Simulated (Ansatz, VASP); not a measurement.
## One calculation of Sr, two programs

```
CELL_PARAMETERS angstrom
3.93273 0.00000 0.00000
0.00000 3.93273 0.00000
0.00000 0.00000 3.93273
ATOMIC_POSITIONS crystal
Sr 0.00000 0.00000 0.00000
```

Alike in both runs: task relaxation of cell and atoms; functional PBE; k mesh 8 × 8 × 8; occupations fermi-dirac, width 0.1 eV; no spin polarisation.

```csv
,VASP,Ansatz
version,VASP 6.6.1,Ansatz 0.2.0
potentials or method,"VASP PAW PBE potentials, release 64 (Sr_sv), cutoff 600 eV","plane waves (420 eV) with PAW, scalar-relativistic"
valence electrons in the cell,10,10
```

|  | VASP | Ansatz | Ansatz less VASP |
| --- | --- | --- | --- |
| relaxed volume (Å³/atom) | 57.92 | 58.09 | +0.168 |
| relaxed cell length with the largest relative difference (Å) | 3.869 | 3.873 | +0.0037 |
